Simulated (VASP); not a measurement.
Here is a VASP 6.6.1 calculation.

INCAR

```
SYSTEM = AlN
ALGO = Normal ; EDIFF = 1E-7
EDIFFG = -0.02 ; ENCUT = 520
GGA = PE ; IBRION = 2
ISIF = 2 ; ISMEAR = -1
LASPH = .True. ; LCHARG = .False.
LREAL = .False. ; LWAVE = .False.
NELM = 100 ; NSW = 80
PREC = Accurate ; SIGMA = 0.02
```

The input KPOINTS:

```
k-points
0
Gamma
  13 13 13
  0 0 0
```

Contents of POSCAR:

```
AlN
1.0
    0.0000000000      1.9780000000      1.9780000000
    1.9780000000      0.0000000000      1.9780000000
    1.9780000000      1.9780000000      0.0000000000
Al N
1 1
Direct
    0.0000000000      0.0000000000      0.0000000000
    0.5000000000      0.5000000000      0.5000000000
```

Potentials or basis: VASP PAW PBE potentials, release 64 (Al, N).

Run with:

```bash
$ cat potpaw_PBE.64/Al/POTCAR potpaw_PBE.64/N/POTCAR > POTCAR
$ mpirun -np 1 vasp_std > vasp.out
```

What does it give for the band gap on the k mesh?

5.24 eV, indirect (least direct gap 6.66 eV).

Final structure:
```yaml
crystal:
  lattice:
    - [0.00000, 1.97800, 1.97800]
    - [1.97800, 0.00000, 1.97800]
    - [1.97800, 1.97800, 0.00000]
  atoms:
    - { symbol: Al, position: [0.00000, 0.00000, 0.00000] }
    - { symbol: N, position: [0.50000, 0.50000, 0.50000] }
```

Caveat: the relaxation stopped at its first step, so nothing moved. A k mesh can miss the band edges.
